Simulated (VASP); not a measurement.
A run of VASP 6.6.1 is set up as follows.

File INCAR:

```
SYSTEM = MgZn4O
PREC = Accurate ; ENCUT = 520
EDIFF = 1E-6 ; ISMEAR = 0
SIGMA = 0.2 ; LREAL = .False.
LASPH = .True. ; NELM = 60
ALGO = Normal ; ISIF = 2
LWAVE = .False. ; LCHARG = .True.
GGA = PE ; LELF = .True.
LVHAR = .True. ; NBANDS = 37
```

KPOINTS

```
regular mesh
0
Gamma
  6 6 2
  0 0 0
```

File POSCAR:

```
MgZn4O
1.0
    3.0305956444      0.0000000000      0.0000000000
   -1.5152978222      2.6245728167      0.0000000000
    0.0000000000      0.0000000000     11.1112064198
Mg Zn O
1 4 1
Direct
    0.3333333333      0.6666666667      0.1107955750
    0.6666666667      0.3333333333      0.8765175984
    0.3333333333      0.6666666667      0.5164087827
    0.0000000000      0.0000000000      0.6932433740
    0.0000000000      0.0000000000      0.3302361461
    0.0000000000      0.0000000000      0.0227985238
```

Potentials or basis: VASP PAW PBE potentials, release 64 (Mg, Zn, O).

The run is started by

```bash
$ cat potpaw_PBE.64/Mg/POTCAR potpaw_PBE.64/Zn/POTCAR potpaw_PBE.64/O/POTCAR > POTCAR
$ mpirun -np 1 vasp_std > vasp.out
```

Question: Predict the band gap on the k mesh.

Answer: Zero (band 28 reaches 3.27 eV, above the bottom of band 29 at 2.46 eV).

Question: What does it give for the largest force?

Answer: 0.086 eV/Å.

Forces on the atoms (eV/Å):
```
Mg   0.000  0.000 -0.051
Zn   0.000  0.000 -0.066
Zn   0.000  0.000 -0.029
Zn   0.000  0.000  0.050
Zn   0.000  0.000  0.010
O    0.000  0.000  0.086
```

Caveat: the k points lie up to 0.40 Å⁻¹ apart.
